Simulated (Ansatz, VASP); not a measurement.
**Two plane-wave programs on NiO2**

INCAR

```
SYSTEM = NiO2
PREC = Accurate ; ENCUT = 520
EDIFF = 1E-6 ; ISMEAR = 0
SIGMA = 0.05 ; LREAL = .False.
LASPH = .True. ; NELM = 100
ALGO = Normal ; ISIF = 2
LWAVE = .False. ; LCHARG = .False.
GGA = PS ; NBANDS = 18
```

The input KPOINTS:

```
Automatic mesh
0
Gamma
  12 12 6
  0 0 0
```

POSCAR

```
NiO2
1.0
    2.5513504790      0.0000000000      0.0000000000
   -1.2756752395      2.2095343288      0.0000000000
    0.0000000000      0.0000000000      5.8114619067
Ni O
1 2
Direct
    0.0000000000      0.0000000000      0.5000000000
    0.6666666667      0.3333333333      0.6912080179
    0.3333333333      0.6666666667      0.3087919821
```

Input for Ansatz:

```yaml
crystal:
  lattice:
    - [2.551350479, 0.0, 0.0]
    - [-1.2756752395, 2.2095343288, 0.0]
    - [0.0, 0.0, 5.8114619067]
  atoms:
    - { symbol: Ni, position: [0.0, 0.0, 0.5] }
    - { symbol: O, position: [0.6666666667, 0.3333333333, 0.6912080179] }
    - { symbol: O, position: [0.3333333333, 0.6666666667, 0.3087919821] }
basis:
  ecutwfc: 420
kpoints:
  mp_grid: { grid: [12, 12, 6] }
hamiltonian:
  xc: pbesol
scf:
  occupations: { method: gaussian, width: 0.05 }
output:
  forces: true
  stress: true
  eigenvalues: true
```

Alike in both runs: task single point; functional PBEsol; k mesh 12 × 12 × 6; occupations gaussian, width 0.05 eV; no spin polarisation.

```csv
,VASP,Ansatz
version,VASP 6.6.1,Ansatz 0.2.0
potentials or method,"VASP PAW PBE potentials, release 64 (Ni, O), cutoff 520 eV","scalar-relativistic, plane waves, PAW"
valence electrons in the cell,22,30
```

Ansatz gave:

| Property | Result |
| --- | --- |
| gap on the k mesh at the Fermi level (eV) | 1.43 |
| least direct gap on the mesh (eV) | 1.49 |
| pressure (GPa) | 14.0 |
| traceless stress, the component that is largest in VASP (GPa) | -27.16 |
| rms of the force components (eV/Å) | 0.570 |

Problem. Estimate VASP's values.

Solution. gap on the k mesh at the Fermi level (eV): 1.37; least direct gap on the mesh (eV): 1.44; pressure (GPa): 14.8; traceless stress, the component that is largest in VASP (GPa): -26.82; rms of the force components (eV/Å): 0.512.

VASP's potentials were made for PBE, not for PBEsol. Atom by atom the forces differ by 0.059 eV/Å (rms over components). VASP's potentials hold 22 valence electrons a cell and Ansatz's 30, so a difference there can come from the potentials and not from the codes.
